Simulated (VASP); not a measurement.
A run of VASP 6.6.1 is set up as follows.

Contents of INCAR:

```
SYSTEM = TiO
PREC = Accurate
ENCUT = 520
EDIFF = 1E-6
ISMEAR = 0
SIGMA = 0.1
LREAL = .FALSE.
LASPH = .TRUE.
NELM = 100
ALGO = Normal
ISIF = 2
LWAVE = .FALSE.
LCHARG = .FALSE.
GGA = PS
NBANDS = 36
```

KPOINTS

```
Automatic mesh
0
G
  12 12 12
  0 0 0
```

The input POSCAR:

```
TiO
1.0
    4.9890877720      0.0000000000      0.0000000000
   -2.4945438860      4.3206767523      0.0000000000
    0.0000000000      0.0000000000      2.8733134400
Ti O
3 3
Direct
    0.6666666667      0.3333333333      0.5000000000
    0.3333333333      0.6666666667      0.5000000000
    0.0000000000      0.0000000000      0.0000000000
    0.6055592400      0.6055592400      0.0000000000
    0.3944407600      0.0000000000      0.0000000000
    0.0000000000      0.3944407600      0.0000000000
```

Potentials or basis: VASP PAW PBE potentials, release 64 (Ti_sv, O).

Run with:

```console
$ cat potpaw_PBE.64/Ti_sv/POTCAR potpaw_PBE.64/O/POTCAR > POTCAR
$ mpirun -np 1 vasp_std > vasp.out
```

Q: Estimate the band gap on the k mesh.

A: Zero (bands 27 and 28 overlap by 1.41 eV).

Q: Predict the pressure.

A: -5.0 GPa.

Q: Predict the largest force.

A: 0.018 eV/Å.

Stress tensor (GPa, compression positive):
```
-4.35  0.00  0.00
 0.00 -4.35  0.00
 0.00  0.00 -6.41
```

Caveat: the cell stands under tension; the PAW data sets were made with another functional, which shifts forces and pressure a little; semilocal functionals often make such compounds metallic where correlation or magnetic order opens a gap, which also shifts bond lengths.
